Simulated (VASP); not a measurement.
Input of a VASP 6.6.1 run:

INCAR

```
  PREC = Accurate
  ENCUT = 600
  EDIFF = 1E-6
  ISMEAR = 0
  SIGMA = 0.1
  LREAL = False
  LASPH = True
  NELM = 120
  ALGO = Normal
  ISIF = 2
  LWAVE = False
  LCHARG = True
  GGA = PE
  LELF = True
  LVHAR = True
  NBANDS = 11
  GGA_COMPAT = False
```

The input KPOINTS:

```
regular mesh
0
Gamma
  6 6 6
```

File POSCAR:

```
SiC
1.0
    0.0000000000      2.1769970000      2.1769970000
    2.1769970000      0.0000000000      2.1769970000
    2.1769970000      2.1769970000      0.0000000000
Si C
1 1
Direct
    0.2500000000      0.2500000000      0.2500000000
    0.0000000000      0.0000000000      0.0000000000
```

Potentials or basis: VASP PAW PBE potentials, release 64 (Si, C).

Command:

```bash
$ cat potpaw_PBE.64/Si/POTCAR potpaw_PBE.64/C/POTCAR > POTCAR
$ mpirun -np 1 vasp_std > vasp.out
```

Q: Estimate the band gap on the k mesh.

A: 1.35 eV, indirect (least direct gap 4.54 eV).

Q: What does it give for the pressure?

A: 3.7 GPa.

A k mesh can miss the band edges. PBE gaps usually lie below the measured ones, often by a third to a half.
